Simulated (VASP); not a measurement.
CuO, 2 atoms in the cell. The typed cell holds 2 atoms: a = 2.993 Å, b = 2.993 Å, c = 2.993 Å, α = 60.00°, β = 60.00°, γ = 60.00°. 

| Item | Value |
| --- | --- |
| Program | VASP 6.6.1 |
| Task | single point |
| Functional | r2SCAN |
| Potentials or basis | VASP PAW PBE potentials, release 64 (Cu, O) |
| Cutoff | 520 eV |
| k mesh | 11 × 11 × 11 |
| Occupations | fermi-dirac, width 0.05 eV |
| Spin | no spin polarisation |
| Hubbard terms | Cu d U = 4.5 eV |
| Dipole correction | no |
| Further INCAR settings | ALGO = Normal; EDIFF = 1e-06; NBANDS = 16 |

Potentials or basis: VASP PAW PBE potentials, release 64 (Cu, O).

Launch:

```sh
$ cat potpaw_PBE.64/Cu/POTCAR potpaw_PBE.64/O/POTCAR > POTCAR
$ cp INCAR.step1 INCAR
$ mpirun -np 1 vasp_std > vasp.out
$ cp INCAR.step2 INCAR
$ mpirun -np 1 vasp_std > vasp.out
```

Hardware: 1 thread of Intel(R) Xeon(R) Platinum 8124M CPU @ 3.00GHz (Skylake/Cascade Lake) (shared host).

Problem. How long does it take, and how much memory?

Solution. Wall time 7.1 min on 1 thread of Intel(R) Xeon(R) Platinum 8124M CPU @ 3.00GHz (Skylake/Cascade Lake), on a shared host, peak memory 0.31 GiB. Counts: k points 666.
